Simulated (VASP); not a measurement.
Runs of VASP 6.6.1 on CoO. The structure is that of space group R-3m (No. 166), or close to it. The cells are those of the table. 

| potentials or basis | cell | cutoff (eV) | gap on the mesh (eV) | pressure (GPa) | moment (μB) |
| --- | --- | --- | --- | --- | --- |
| VASP PAW PBE potentials, release 64 (Co, O) | a = 2.882 Å, angles 65.8°, 2 atoms | 520 | none | -11.1 | 2.86 |
| VASP PAW PBE potentials, release 64 (Co, O) | a = 2.926 Å, angles 67.5°, 2 atoms | 520 | none | (b) | 2.97 |
| VASP PAW PBE potentials, release 64 (Co, O) | a = 3.002 Å, angles 65.6°, 2 atoms | 520 | none | -25.0 | 2.99 |
| VASP PAW PBE potentials, release 64 (Co_sv, O) | a = 2.839 Å, angles 64.0°, 2 atoms | 600 | none | 0.8 | 2.61 |
| VASP PAW PBE potentials, release 64 (Co, O) | a = 2.959 Å, angles 63.9°, 2 atoms | 520 | none | (a) | 2.95 |

Alike in all rows: task single point; level PBEsol; spin collinear, ferromagnetic start; k mesh 18 × 18 × 18; smearing gaussian 0.15 eV.

Question: Estimate the missing entries.

Answer: (a) -16.1; (b) -21.7.

Caveats: the PAW data sets were made with another functional, which shifts forces and pressure a little; a cell with one magnetic atom can't hold antiferromagnetic order, which such compounds often take; semilocal functionals often make such compounds metallic where correlation or magnetic order opens a gap, which also shifts bond lengths; the cell stands under tension (at least some runs).

A gap of «none» marks levels without a gap at the run's occupations.

The runs don't all hold the same shells in valence.
